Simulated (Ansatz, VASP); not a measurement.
## NiSb: VASP beside Ansatz

INCAR

```
PREC = Accurate ; ENCUT = 520
EDIFF = 1E-6 ; ISMEAR = 0
SIGMA = 0.05 ; LREAL = F
LASPH = T ; NELM = 150
ALGO = Fast ; ISIF = 2
LWAVE = F ; LCHARG = F
ISPIN = 2 ; MAGMOM = 0.05 0
LORBIT = 11 ; LMAXMIX = 4
GGA = PE ; NBANDS = 18
```

The input KPOINTS:

```
Automatic mesh
0
Gamma
  12 12 12
```

File POSCAR:

```
NiSb
1.0
    0.0000000000      2.5845393232      2.5845393232
    2.5845393232      0.0000000000      2.5845393232
    2.5845393232      2.5845393232      0.0000000000
Ni Sb
1 1
Direct
    0.5000000000      0.5000000000      0.5000000000
    0.0000000000      0.0000000000      0.0000000000
```

Input for Ansatz:

```yaml
crystal:
  lattice:
    - [0.0, 2.5845393232, 2.5845393232]
    - [2.5845393232, 0.0, 2.5845393232]
    - [2.5845393232, 2.5845393232, 0.0]
  atoms:
    - { symbol: Ni, position: [0.5, 0.5, 0.5], spin: 0.05 }
    - { symbol: Sb, position: [0.0, 0.0, 0.0] }
basis:
  ecutwfc: 420
  ecutrho_ratio: 4
kpoints:
  mp_grid: { grid: [12, 12, 12] }
hamiltonian:
  xc: pbe
scf:
  occupations: { method: gaussian, width: 0.05 }
output:
  forces: true
  stress: true
  eigenvalues: true
  populations: true
magnetization:
  spin_polarized: true
```

Alike in both runs: task single point; functional PBE; k mesh 12 × 12 × 12; occupations gaussian, width 0.05 eV; collinear spin.

|  | VASP | Ansatz |
| --- | --- | --- |
| version | VASP 6.6.1 | Ansatz 0.2.0 |
| potentials or method | VASP PAW PBE potentials, release 64 (Ni, Sb), cutoff 520 eV | scalar-relativistic, plane waves, PAW |
| valence electrons in the cell | 15 | 33 |

Ansatz gave:

* gap on the k mesh at the Fermi level (eV): none
* pressure (GPa): 6.7
* net moment per atom (μB): 0.00

Question: Estimate VASP's values.

Answer: gap on the k mesh at the Fermi level (eV): none; pressure (GPa): 6.5; net moment per atom (μB): 0.00.

A gap of «none» marks a metal or a gap that the smearing closes. With one functional, cell and mesh, what is left measures potentials, basis and numerics. VASP's potentials hold 15 valence electrons a cell and Ansatz's 33, so a difference there can come from the potentials and not from the codes. Ansatz's warnings: seeded moment not kept.

Spin-orbit coupling is off throughout.
